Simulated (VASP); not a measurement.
Wanted: the native input for a VASP 6.6.1 run.

- Task: single point
- Functional: PBE
- Potentials or basis: VASP PAW PBE potentials, release 64 (Sn_d, Se)
- Cutoff: 520 eV
- k mesh: 10 × 10 × 10
- Occupations: gaussian, width 0.02 eV
- Spin: no spin polarisation
- Dipole correction: no
- Further INCAR settings: ALGO = Normal; EDIFF = 1e-07; NBANDS = 17

The structure of SnSe lies in POSCAR:

```
SnSe
1.0
    0.0000000000      3.0608208055      3.0608208055
    3.0608208055      0.0000000000      3.0608208055
    3.0608208055      3.0608208055      0.0000000000
Sn Se
1 1
Direct
    0.0000000000      0.0000000000      0.0000000000
    0.5000000000      0.5000000000      0.5000000000
```

This cell differs from its parent crystal: volume scaled by 1.03.

One way to write it, as run:

INCAR

```
PREC     = Accurate       # precision mode
ENCUT    = 520            # plane-wave cutoff, eV
EDIFF    = 1E-7           # SCF threshold, eV
ISMEAR   = 0              # smearing method
SIGMA    = 0.02           # smearing width, eV
LREAL    = False          # projectors in reciprocal space
LASPH    = True           # aspherical terms in the spheres
NELM     = 60             # most SCF steps
ALGO     = Normal         # electronic algorithm
ISIF     = 2              # what is computed and relaxed
LWAVE    = False          # write WAVECAR
LCHARG   = False          # write CHGCAR
GGA      = PE             # functional
NBANDS   = 17             # bands
```

KPOINTS

```
regular mesh
0
Gamma
  10 10 10
```

Potentials or basis: VASP PAW PBE potentials, release 64 (Sn_d, Se).

Command:

```console
$ cat potpaw_PBE.64/Sn_d/POTCAR potpaw_PBE.64/Se/POTCAR > POTCAR
$ mpirun -np 1 vasp_std > vasp.out
```

Results of the run:

The pressure is -1.4 GPa and the band gap on the k mesh is 0.37 eV, direct.

Caveat: spin-orbit coupling is left out, which moves the levels of the heavy elements.

Run time: 14 s on 1 thread of Intel(R) Xeon(R) Platinum 8559C (Emerald Rapids), on a shared host, peak memory 0.2 GiB.
